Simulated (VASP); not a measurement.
**ZnS (rocksalt type): single point with PBE**

The system is ZnS (rocksalt type).

```
Zn S
1.0
     0.00000    2.17538    2.17538
     2.17538    0.00000    2.17538
     2.17538    2.17538    0.00000
Zn S
1 1
Direct
  0.00000 0.00000 0.00000
  0.50000 0.50000 0.50000
```

```json
{"Program": "VASP 6.6.1", "Task": "single point", "Functional": "PBE", "Potentials or basis": "VASP PAW PBE potentials, release 64 (Zn, S)", "Cutoff": "520 eV", "k mesh": "17 × 17 × 17", "Occupations": "fermi-dirac, width 0.08 eV", "Spin": "no spin polarisation", "Dipole correction": "no", "Further INCAR settings": "ALGO = Normal; EDIFF = 1e-06; NBANDS = 16"}
```

- Pressure: 121.2 GPa
- Band gap on the k mesh: zero (band 9 reaches 10.43 eV, above the bottom of band 10 at 9.90 eV)

Levels at points of the mesh, in eV from the Fermi level:
| k point | band 7 | band 8 | band 9 | band 10 | band 11 | band 12 |
| --- | --- | --- | --- | --- | --- | --- |
| (0.00, 0.00, 0.00) | -1.53 | -1.53 | -1.53 | 6.41 | 8.38 | 8.38 |

It took 46 s on 1 thread of AMD EPYC 9R45 (Zen 5), on a shared host, peak memory 0.14 GiB.
